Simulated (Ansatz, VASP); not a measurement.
InSb3 in VASP and in Ansatz

INCAR

```
ALGO = Normal ; EDIFF = 1E-7
ENCUT = 520 ; GGA = PS
ISIF = 2 ; ISMEAR = 0
LASPH = T ; LCHARG = F
LREAL = F ; LWAVE = F
NBANDS = 22 ; NELM = 60
PREC = Accurate ; SIGMA = 0.15
```

File KPOINTS:

```
k-points
0
Gamma
  10 10 10
```

File POSCAR:

```
InSb3
1.0
    4.5658102689      0.0000000000      0.0000000000
    0.0000000000      4.5658102689      0.0000000000
    0.0000000000      0.0000000000      5.4771459985
In Sb
1 3
Direct
    0.0000000000      0.0000000000      0.0000000000
    0.5000000000      0.0000000000      0.5000000000
    0.0000000000      0.5000000000      0.5000000000
    0.5000000000      0.5000000000      0.0000000000
```

Input for Ansatz:

```yaml
crystal:
  lattice:
    - [4.5658102689, 0.0, 0.0]
    - [0.0, 4.5658102689, 0.0]
    - [0.0, 0.0, 5.4771459985]
  atoms:
    - { symbol: In, position: [0.0, 0.0, 0.0] }
    - { symbol: Sb, position: [0.5, 0.0, 0.5] }
    - { symbol: Sb, position: [0.0, 0.5, 0.5] }
    - { symbol: Sb, position: [0.5, 0.5, 0.0] }
basis:
  ecutwfc: 420
kpoints:
  mp_grid: { grid: [10, 10, 10] }
hamiltonian:
  xc: pbesol
  pseudopotentials: { kind: paw, azcp: { folder: soft_1 } }
scf:
  occupations: { method: gaussian, width: 0.15 }
output:
  forces: true
  stress: true
  eigenvalues: true
```

Alike in both runs: task single point; functional PBEsol; k mesh 10 × 10 × 10; occupations gaussian, width 0.15 eV; no spin polarisation.

|  | VASP | Ansatz |
| --- | --- | --- |
| version | VASP 6.6.1 | Ansatz 0.2.0 |
| potentials or method | VASP PAW PBE potentials, release 64 (In_d, Sb), cutoff 520 eV | scalar-relativistic, plane waves, PAW |
| valence electrons in the cell | 28 | 58 |

```csv
,VASP,Ansatz,Ansatz less VASP
gap on the k mesh at the Fermi level (eV),none,none,-
pressure (GPa),-3.7,-3.7,+0.02
"traceless stress, the component that is largest in VASP (GPa)",-0.16,-0.15,+0.016
```

VASP's potentials were made for PBE, not for PBEsol, and Ansatz warns of the same on its side. A gap of «none» marks a metal or a gap that the smearing closes. With one functional, cell and mesh, what is left measures potentials, basis and numerics. VASP's potentials hold 28 valence electrons a cell and Ansatz's 58, so a difference there can come from the potentials and not from the codes.

Spin-orbit coupling is off throughout.
